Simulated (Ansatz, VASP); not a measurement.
# Two plane-wave programs on MgI2

The input POSCAR:

```
MgI2
1.0
    4.1572130451      0.0000000000      0.0000000000
   -2.0786065226      3.6002521060      0.0000000000
    0.0000000000      0.0000000000      6.8733252542
Mg I
1 2
Direct
    0.0000000000      0.0000000000      0.0000000000
    0.3333333333      0.6666666667      0.2426220951
    0.6666666667      0.3333333333      0.7573779049
```

File INCAR.step1:

```
SYSTEM = MgI2
PREC = Accurate
ENCUT = 520
ISMEAR = 0
SIGMA = 0.01
LREAL = .False.
LASPH = .True.
NELM = 100
NBANDS = 15
GGA = PE
ALGO = Normal
EDIFF = 1E-4
LWAVE = .True.
LCHARG = .False.
```

INCAR.step2

```
SYSTEM = MgI2
PREC = Accurate
ENCUT = 520
EDIFF = 1E-6
ISMEAR = 0
SIGMA = 0.01
LREAL = .False.
LASPH = .True.
NELM = 100
ALGO = Normal
ISIF = 2
LWAVE = .False.
LCHARG = .False.
METAGGA = R2SCAN
LMIXTAU = .True.
NBANDS = 15
ISTART = 1
```

File KPOINTS:

```
regular mesh
0
Gamma
  12 12 4
  0 0 0
```

Input for Ansatz:

```yaml
crystal:
  lattice:
    - [4.1572130451, 0.0, 0.0]
    - [-2.0786065226, 3.600252106, 0.0]
    - [0.0, 0.0, 6.8733252542]
  atoms:
    - { symbol: Mg, position: [0.0, 0.0, 0.0] }
    - { symbol: I, position: [0.3333333333, 0.6666666667, 0.2426220951] }
    - { symbol: I, position: [0.6666666667, 0.3333333333, 0.7573779049] }
kpoints:
  mp_grid: { grid: [12, 12, 4] }
  band_path:
    path:
      - [0.0, 0.0, 0.0]
      - [0.5, 0.0, 0.0]
      - [0.3333333333, 0.3333333333, 0.0]
      - [0.0, 0.0, 0.5]
      - [0.5, 0.0, 0.5]
      - [0.3333333333, 0.3333333333, 0.5]
      - [0.0, 0.46875, 0.322917]
    npoints: 1
hamiltonian:
  xc: r2scan
scf:
  occupations: { method: fixed }
  n_extra_bands: 4
output:
  forces: true
  stress: true
  eigenvalues: true
```

Alike in both runs: task single point; functional r2SCAN; k mesh 12 × 12 × 4; no spin polarisation.

|  | VASP | Ansatz |
| --- | --- | --- |
| version | VASP 6.6.1 | Ansatz 0.2.0 |
| potentials or method | VASP PAW PBE potentials, release 64 (Mg, I) | plane waves, PAW |
| plane-wave cutoff (eV) | 520 | 500 |
| occupations | gaussian, width 0.01 eV | fixed |
| valence electrons in the cell | 16 | 44 |

```tsv
	VASP	Ansatz	Ansatz less VASP
gap on the k mesh at the Fermi level (eV)	4.10	4.13	+0.033
pressure (GPa)	0.5	0.6	+0.12
traceless stress, the component that is largest in VASP (GPa)	0.05	0.05	-0.008
rms of the force components (eV/Å)	0.020	0.012	-0.0084
```

VASP's potentials were made for PBE, not for r2SCAN. Atom by atom the forces differ by 0.008 eV/Å (rms over components). VASP's potentials hold 16 valence electrons a cell and Ansatz's 44, so a difference there can come from the potentials and not from the codes.

Spin-orbit coupling is off throughout.
